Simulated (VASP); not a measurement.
# Ti (Fm-3m) in VASP: a series of runs, part 2 of 2

VASP 6.6.1. Earlier steps stand in the parts before.

## (3) Relaxation of cell and atoms, PBE, target pressure 130 GPa, at which the enthalpy is minimised

This run uses another cell than the first one, of 10.35 Å³/atom, 1.007 times its volume.

File INCAR:

```
SYSTEM = Ti
PREC = Accurate
ENCUT = 600
EDIFF = 1E-7
ISMEAR = -1
SIGMA = 0.1
LREAL = .FALSE.
LASPH = .TRUE.
NELM = 60
ALGO = Normal
ISIF = 3
LWAVE = .FALSE.
LCHARG = .FALSE.
GGA = PE
IBRION = 2
NSW = 60
EDIFFG = -0.005
PSTRESS = 1300.0
```

File KPOINTS:

```
Automatic mesh
0
G
  19 19 19
  0 0 0
```

File POSCAR:

```
Ti
1.0
    0.0000000000      1.7297107599      1.7297107599
    1.7297107599      0.0000000000      1.7297107599
    1.7297107599      1.7297107599      0.0000000000
Ti
1
Direct
    0.0000000000      0.0000000000      0.0000000000
```

Potentials or basis: VASP PAW PBE potentials, release 64 (Ti_sv).

Started as:

```sh
$ cat potpaw_PBE.64/Ti_sv/POTCAR > POTCAR
$ mpirun -np 1 vasp_std > vasp.out
```

OUTCAR:

```text
SYSTEM = Ti
   PREC = Accurate
   ENCUT = 600
   EDIFF = 1E-7
   ISMEAR = -1
   LREAL = .FALSE.
   LASPH = .TRUE.
   NELM = 60
   ISIF = 3
   GGA = PE
   IBRION = 2
   NSW = 60
   EDIFFG = -0.005
   PSTRESS = 1300.0

 ion  position               nearest neighbor table
   1  0.000  0.000  0.000-

  LATTYP: Found a face centered cubic cell.
 ALAT       =     3.4594215198

  Lattice vectors:

 A1 = (   0.0000000000,   1.7297107599,   1.7297107599)
 A2 = (   1.7297107599,   0.0000000000,   1.7297107599)
 A3 = (   1.7297107599,   1.7297107599,   0.0000000000)

Analysis of symmetry for initial positions (statically):
=====================================================================
 Subroutine PRICEL returns:
 Original cell was already a primitive cell.

 Routine SETGRP: Setting up the symmetry group for a
 face centered cubic supercell.

 Subroutine GETGRP returns: Found 48 space group operations
 (whereof 48 operations were pure point group operations)
 out of a pool of 48 trial point group operations.

The static configuration has the point symmetry O_h .

Analysis of symmetry for dynamics (positions and initial velocities):
=====================================================================
 Subroutine PRICEL returns:
 Original cell was already a primitive cell.

 Routine SETGRP: Setting up the symmetry group for a
 face centered cubic supercell.

 Subroutine GETGRP returns: Found 48 space group operations
 (whereof 48 operations were pure point group operations)
 out of a pool of 48 trial point group operations.

The dynamic configuration has the point symmetry O_h .

 Subroutine INISYM returns: Found 48 space group operations
 (whereof 48 operations are pure point group operations),
 and found     1 'primitive' translations

----------------------------------------------------------------------------------------

                                     Primitive cell

  volume of cell :      10.3502

  direct lattice vectors                    reciprocal lattice vectors
     0.000000000  1.729710760  1.729710760    -0.289065670  0.289065670  0.289065670
     1.729710760  0.000000000  1.729710760     0.289065670 -0.289065670  0.289065670
     1.729710760  1.729710760  0.000000000     0.289065670  0.289065670 -0.289065670

  length of vectors
     2.446180416  2.446180416  2.446180416     0.500676427  0.500676427  0.500676427

  position of ions in fractional coordinates (direct lattice)
     0.000000000  0.000000000  0.000000000

  ion indices of the primitive-cell ions
   primitive index   ion index
                 1           1

----------------------------------------------------------------------------------------

 KPOINTS: Automatic mesh

Automatic generation of k-mesh.
 Grid dimensions read from file:
 generate k-points for:   19   19   19

 Generating k-lattice:

  Cartesian coordinates                     Fractional coordinates (reciprocal lattice)
    -0.015213983  0.015213983  0.015213983     0.052631579  0.000000000  0.000000000
     0.015213983 -0.015213983  0.015213983     0.000000000  0.052631579  0.000000000
     0.015213983  0.015213983 -0.015213983     0.000000000  0.000000000  0.052631579

  Length of vectors
     0.026351391  0.026351391  0.026351391

  Shift w.r.t. Gamma in fractional coordinates (k-lattice)
     0.000000000  0.000000000  0.000000000

 Subroutine IBZKPT returns following result:
 ===========================================

 Found    220 irreducible k-points:

 Following reciprocal coordinates:
            Coordinates               Weight
  0.000000  0.000000  0.000000      1.000000
  0.052632  0.000000  0.000000      8.000000
  0.105263  0.000000  0.000000      8.000000
  0.157895  0.000000  0.000000      8.000000
  0.210526  0.000000  0.000000      8.000000
  0.263158  0.000000  0.000000      8.000000
[... 16 lines left out ...]
 -0.315789  0.052632  0.000000     24.000000
 -0.263158  0.052632  0.000000     24.000000
 [... further k-points ...]
   k-points           NKPTS =    220   k-points in BZ     NKDIM =    220   number of bands    NBANDS=     10
   number of dos      NEDOS =    301   number of ions     NIONS =      1
   total plane-waves  NPLWV =   8000
   dimension x,y,z NGX =    20 NGY =   20 NGZ =   20
   dimension x,y,z NGXF=    40 NGYF=   40 NGZF=   40
   ions per type =               1
   NGX,Y,Z   is equivalent  to a cutoff of  13.59, 13.59, 13.59 a.u.
   NGXF,Y,Z  is equivalent  to a cutoff of  27.18, 27.18, 27.18 a.u.
 SYSTEM =  Ti
   PREC   = accura    normal or accurate (medium, high low for compatibility)
   ISTART =      0    job   : 0-new  1-cont  2-samecut
   ICHARG =      2    charge: 1-file 2-atom 10-const
   ISPIN  =      1    spin polarized calculation?
   LNONCOLLINEAR =      F non collinear calculations
   LSORBIT =      F    spin-orbit coupling
   LASPH  =      T    aspherical Exc in radial PAW
   ENCUT  =  600.0 eV  44.10 Ry    6.64 a.u.   4.89  4.89  4.89*2*pi/ulx,y,z
   NELM   =     60;   NELMIN=  2; NELMDL= -5     # of ELM steps
   EDIFF  = 0.1E-06   stopping-criterion for ELM
   LREAL  =      F    real-space projection
   EDIFFG = -.5E-02   stopping-criterion for IOM
   NSW    =     60    number of steps for IOM
   IBRION =      2    ionic relax: 0-MD 1-quasi-New 2-CG
   NFREE  =      1    steps in history (QN), initial steepest desc. (CG)
   ISIF   =      3    stress and relaxation
   ISYM   =      2    0-nonsym 1-usesym 2-fastsym
   POTIM  = 0.5000    time-step for ionic-motion
   TEBEG  =    0.0;   TEEND  =   0.0 temperature during run
   PSTRESS= 1300.0 pullay stress
   NELECT =      12.0000    total number of electrons
   NUPDOWN=      -1.0000    fix difference up-down
   EMIN   =  10.00;   EMAX   =-10.00  energy-range for DOS
   EFERMI =   0.00;   METHOD = LEGACY
   ISMEAR =    -1;   SIGMA  =   0.10  broadening in eV -4-tet -1-fermi 0-gaus
   EFERMI_NEDOS =   21; number of points for ismear=-14 and -15
   IALGO  =     38    algorithm
   IMIX   =      4    mixing-type and parameters
     AMIX     =   0.40;   BMIX     =  1.00
     AMIX_MAG =   1.60;   BMIX_MAG =  1.00
  volume/ion in A,a.u.               =      10.35        69.85
  Fermi-wavevector in a.u.,A,eV,Ry     =   1.719828  3.250004 40.243440  2.957809
  Thomas-Fermi vector in A             =   2.796382
   LORBIT       =      0    0 simple, 1 ext, 2 COOP (PROOUT), +10 PAW based schemes
   GGA     = PE    functional components
   LHFCALC =     F    Hartree Fock is set to
   AEXX    =    0.0000 exact exchange contribution
   IVDW    =     0    specifies the selected vdW correction
   LEPSILON=     F    determine dielectric tensor
   LRPA    =     F    only Hartree local field effects (RPA)
 conjugate gradient relaxation of ions
 non-spin polarized calculation
  energy-cutoff  :      600.00
  volume of cell :       10.35
 maximum number of plane-waves:       355
   NGX =  9   NGY =  9   NGZ =  9

--------------------------------------- Ionic step        1  -------------------------------------------

 number of electron      11.9999998 magnetization

 Free energy of the ion-electron system (eV)
  ---------------------------------------------------
  ext. energy  EPLUGINS =         0.00000000
  ---------------------------------------------------
  free energy    TOTEN  =        -5.88173204 eV

  energy without entropy =       -5.85426254  energy(sigma->0) =       -5.86799729

------------------------ aborting loop because EDIFF is reached ----------------------------------------

  FORCE on cell =-STRESS in cart. coord.  units (eV):
  Direction    XX          YY          ZZ          XY          YZ          ZX
  --------------------------------------------------------------------------------------
  -------------------------------------------------------------------------------------
  Total        8.1095708      8.1095708      8.1095708      0.0000000     -0.0000000      0.0000000
  in kB     1255.3302519   1255.3302519   1255.3302519      0.0000000     -0.0000000      0.0000000
  external PRESSURE =     -44.6697481 kB  Pullay stress =    1300.0000000 kB
[... 98 lines left out ...]
--------------------------------------- Ionic step        4  -------------------------------------------

 number of electron      11.9999999 magnetization

 Free energy of the ion-electron system (eV)
  ---------------------------------------------------
  ext. energy  EPLUGINS =         0.00000000
  ---------------------------------------------------
  free energy    TOTEN  =        -5.79712330 eV

  energy without entropy =       -5.77007888  energy(sigma->0) =       -5.78360109

 E-fermi :  15.1655     XC(G=0): -14.2389

 val. band max:       15.1599459712   @ k =  -0.2632   0.1053   0.0000
 cond. band min:      15.1683405151   @ k =  -0.4211   0.3158   0.1579
 fundamental gap:      0.0083945439
 Fermi energy:        15.1654573328

 k-point     1 :       0.0000    0.0000    0.0000
  band No.  band energies     occupation
      1     -41.4097      2.00000
      2     -15.7139      2.00000
      3     -15.7139      2.00000
      4     -15.7139      2.00000
      5       8.6074      2.00000
      6      16.0377      0.00033
      7      16.0377      0.00033
      8      16.0377      0.00033
      9      19.2698      0.00000
     10      19.2698      0.00000
[... 287 lines left out ...]
 k-point    24 :      -0.2632    0.0526    0.0000
  band No.  band energies     occupation
      1     -40.8934      2.00000
      2     -17.6662      2.00000
      3     -16.0370      2.00000
      4     -15.9009      2.00000
      5      11.3554      2.00000
      6      15.3395      0.29858
      7      16.3269      0.00002
      8      16.4754      0.00000
      9      19.1885      0.00000
     10      20.2176      0.00000

 [... further k-points ...]
[... 5 lines left out ...]
  --------------------------------------------------------------------------------------
  -------------------------------------------------------------------------------------
  Total        8.3120212      8.3120212      8.3120212     -0.0000000     -0.0000000      0.0000000
  in kB     1299.9943661   1299.9943661   1299.9943661     -0.0000000     -0.0000000      0.0000000
  external PRESSURE =      -0.0056339 kB  Pullay stress =    1300.0000000 kB
[... 20 lines left out ...]
  energy  without entropy=       -5.7700788832  energy(sigma->0) =       -5.78360109

  enthalpy is  TOTEN    =         2.5149339641 eV   P V=        8.3120572616

 reached required accuracy - stopping structural energy minimisation
```

OSZICAR:

```text
N       E                     dE             d eps       ncg     rms          rms(c)
DAV:   1     0.823956250972E+02    0.82396E+02   -0.75910E+03  4416   0.179E+03
DAV:   2    -0.214642058890E+01   -0.84542E+02   -0.82386E+02  4524   0.340E+02
[... 41 lines left out ...]
       N       E                     dE             d eps       ncg     rms          rms(c)
DAV:   1    -0.579712982962E+01    0.16754E-02   -0.16691E-04  4834   0.213E-01    0.284E-02
DAV:   2    -0.579712299633E+01    0.68333E-05   -0.17363E-05  4768   0.635E-02    0.611E-03
DAV:   3    -0.579712279526E+01    0.20106E-06   -0.38465E-06  5148   0.203E-02    0.262E-03
DAV:   4    -0.579712306989E+01   -0.27463E-06   -0.43825E-07  5042   0.580E-03    0.135E-03
DAV:   5    -0.579712324214E+01   -0.17225E-06   -0.31067E-07  5320   0.341E-03    0.104E-03
DAV:   6    -0.579712329752E+01   -0.55384E-07   -0.60895E-08  2676   0.230E-03
   4 F= 0.25149340E+01 E0= 0.25284562E+01  d E =-.147624E-02
```

CONTCAR:

```text
Ti
   1.00000000000000
     0.0000000000000000    1.7237803283833149    1.7237803283833149
     1.7237803283833149    0.0000000000000000    1.7237803283833149
     1.7237803283833149    1.7237803283833149   -0.0000000000000000
  Ti
     1
Direct
     1.0000000000000000    0.0000000000000000    1.0000000000000000

  0.00000000E+00  0.00000000E+00  0.00000000E+00
```

Run time: 42 s. Hardware: 1 thread of Intel Xeon 6975P-C (Granite Rapids), shared host; peak memory 0.15 GiB.

What came out:

| Item | Value |
| --- | --- |
| Free energy | -5.7971 eV |
| Relaxed volume | 10.24 Å³/atom |
| Relaxed cell | a = 2.438 Å, b = 2.438 Å, c = 2.438 Å, α = 60.00°, β = 60.00°, γ = 60.00° |
| Space group after relaxing (to 0.05 Å) | Fm-3m (No. 225) |
| Energy change on relaxing (the enthalpy is what falls) | +84.6 meV/atom |
| Ionic steps | 4 |
| Pressure after relaxing | 130.0 GPa |
| Band gap on the k mesh | zero (band 6 reaches 16.04 eV, above the bottom of band 7 at 14.25 eV) |

The path:
| step | energy change (eV) | largest force (eV/Å) | pressure (GPa) | volume (Å³) |
| --- | --- | --- | --- | --- |
| 1 | 0.0000 | 0.0000 | 125.53 | 10.35 |
| 2 | 0.3587 | 0.0000 | 144.57 | 9.92 |
| 3 | 0.0829 | 0.0000 | 129.92 | 10.25 |
| 4 | 0.0846 | 0.0000 | 130.00 | 10.24 |

Final structure:
```
Ti
1.0
     0.00000    1.72378    1.72378
     1.72378    0.00000    1.72378
     1.72378    1.72378    0.00000
Ti
1
Direct
  0.00000 0.00000 0.00000
```

Caveat: the cell is relaxed towards a set pressure, so the enthalpy falls and the energy may rise.
